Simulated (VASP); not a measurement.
The system is MgS.

```
CELL_PARAMETERS angstrom
0.00000 2.80257 2.80257
2.80257 0.00000 2.80257
2.80257 2.80257 0.00000
ATOMIC_POSITIONS crystal
Mg 0.00000 0.00000 0.00000
S 0.25000 0.25000 0.25000
```

This cell differs from its parent crystal: strain -1.0%.

Base run:

* Program: VASP 6.6.1
* Functional: r2SCAN
* Potentials or basis: VASP PAW PBE potentials, release 64 (Mg, S)
* Cutoff: 520 eV
* k mesh: 6 × 6 × 6
* Occupations: gaussian, width 0.01 eV
* Spin: no spin polarisation

Its results: band gap on the k mesh 4.29 eV.

**Question.** The run is repeated on the same cell with these changes: functional from r2SCAN to HSE06; further incar settings from ALGO = Normal; EDIFF = 1e-08 to ALGO = Normal; EDIFF = 1e-06; NBANDS = 11. What comes out?

**Answer.** Band gap on the k mesh 4.67 eV.

Caveats: the structure was generated, so it needn't be the stable form of MgS.

A k mesh can miss the band edges.
